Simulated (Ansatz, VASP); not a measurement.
## One calculation of ZnSe, two programs

Contents of INCAR:

```
PREC = Accurate ; ENCUT = 500
EDIFF = 1E-6 ; ISMEAR = 0
SIGMA = 0.02 ; LREAL = F
LASPH = T ; NELM = 120
ALGO = Normal ; ISIF = 2
LWAVE = F ; LCHARG = F
NBANDS = 16 ; GGA_COMPAT = F
```

KPOINTS

```
Automatic mesh
0
Gamma
  8 8 8
```

The input POSCAR:

```
ZnSe
1.0
    0.0000000000      2.7836603605      2.7836603605
    2.7836603605      0.0000000000      2.7836603605
    2.7836603605      2.7836603605      0.0000000000
Zn Se
1 1
Direct
    0.0000000000      0.0000000000      0.0000000000
    0.2500000000      0.2500000000      0.2500000000
```

Input for Ansatz:

```yaml
crystal:
  lattice:
    - [0.0, 2.7836603589, 2.7836603589]
    - [2.7836603589, 0.0, 2.7836603589]
    - [2.7836603589, 2.7836603589, 0.0]
  atoms:
    - { symbol: Zn, position: [0.0, 0.0, 0.0] }
    - { symbol: Se, position: [0.25, 0.25, 0.25] }
basis:
  ecutwfc: 420
kpoints:
  mp_grid: { grid: [8, 8, 8] }
  band_path:
    path:
      - [[0.0, 0.0, 0.0], [-0.5, -0.5, 0.0], [-0.375, -0.375, 0.25]]
      - [[-0.375, 0.0, 0.375], [0.0, 0.0, 0.0], [0.0, 0.0, 0.5], [-0.5, -0.25, 0.25], [-0.5, -0.5, 0.0]]
    npoints: 10
hamiltonian:
  xc: lda
  pseudopotentials: { kind: paw, azcp: { folder: soft_1 } }
scf:
  occupations: { method: gaussian, width: 0.02 }
  n_extra_bands: 7
output:
  forces: true
  stress: true
  eigenvalues: true
```

Alike in both runs: task single point; functional LDA; k mesh 8 × 8 × 8; occupations gaussian, width 0.02 eV; no spin polarisation.

|  | VASP | Ansatz |
| --- | --- | --- |
| version | VASP 6.6.1 | Ansatz 0.2.0 |
| potentials or method | VASP PAW LDA potentials, release 64 (Zn, Se), cutoff 500 eV | scalar-relativistic, plane waves, PAW |
| valence electrons in the cell | 18 | 28 |

VASP gave:

| Property | Result |
| --- | --- |
| gap on the k mesh at the Fermi level (eV) | 1.29 |
| least direct gap on the mesh (eV) | 1.29 |
| pressure (GPa) | 0.4 |

Task: What did Ansatz give for the same quantities?

Result: gap on the k mesh at the Fermi level (eV): 1.25; least direct gap on the mesh (eV): 1.25; pressure (GPa): 0.0.

Ansatz warns that its potentials were made for another functional, while VASP's fit it. LDA's correlation is that of Perdew and Zunger in VASP and of Perdew and Wang (1992) in Ansatz. VASP's potentials hold 18 valence electrons a cell and Ansatz's 28, so a difference there can come from the potentials and not from the codes.
